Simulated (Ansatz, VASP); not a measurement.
# InB4Pt: VASP beside Ansatz

```xyz
6
Lattice="4.3274 0.0000 0.0000 0.0000 4.3274 0.0000 0.0000 0.0000 4.9367" Properties=species:S:1:pos:R:3 pbc="T T T"
In    0.0000    0.0000    0.0000
B     0.0000    2.1637    4.0598
B     2.1637    0.0000    4.0598
B     0.0000    2.1637    0.8769
B     2.1637    0.0000    0.8769
Pt    0.0000    0.0000    2.4683
```

Alike in both runs: functional PBE; k mesh 4 × 4 × 4; occupations gaussian, width 0.1 eV; no spin polarisation.

Ansatz relaxed the structure, and its values are those at the end. VASP's run is a single point on that final structure, the one shown.

|  | VASP | Ansatz |
| --- | --- | --- |
| version | VASP 6.6.1 | Ansatz 0.2.0 |
| potentials or method | VASP PAW PBE potentials, release 64 (In_d, B, Pt), cutoff 520 eV | scalar-relativistic, plane waves, PAW |
| valence electrons in the cell | 35 | 43 |

```tsv
	VASP	Ansatz	Ansatz less VASP
gap on the k mesh at the Fermi level (eV)	none	none	-
pressure (GPa)	0.0	-0.1	-0.02
rms of the force components (eV/Å)	0.003	0.010	+0.0068
```

A gap of «none» marks a metal or a gap that the smearing closes. VASP's potentials hold 35 valence electrons a cell and Ansatz's 43, so a difference there can come from the potentials and not from the codes.

The k mesh is coarse, so the values compare programs but aren't converged. Spin-orbit coupling is off throughout.
